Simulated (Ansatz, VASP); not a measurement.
**BAs: VASP beside Ansatz**

```
B As
1.0
     0.00000    2.36735    2.36735
     2.36735    0.00000    2.36735
     2.36735    2.36735    0.00000
B As
1 1
Direct
  0.00000 0.00000 0.00000
  0.25000 0.25000 0.25000
```

Alike in both runs: task single point; functional r2SCAN; k mesh 8 × 8 × 8; non-collinear spin, spin-orbit coupling.

```csv
,VASP,Ansatz
version,VASP 6.6.1,Ansatz 0.2.0
potentials or method,"VASP PAW PBE potentials, release 64 (B, As), cutoff 550 eV","plane waves, PAW"
occupations,"gaussian, width 0.01 eV",fixed
valence electrons in the cell,8,18
```

```tsv
	VASP	Ansatz	Ansatz less VASP
net moment per atom (μB)	0.00	0.00	0.000
```

VASP's potentials were made for PBE, not for r2SCAN. VASP's potentials hold 8 valence electrons a cell and Ansatz's 18, so a difference there can come from the potentials and not from the codes.
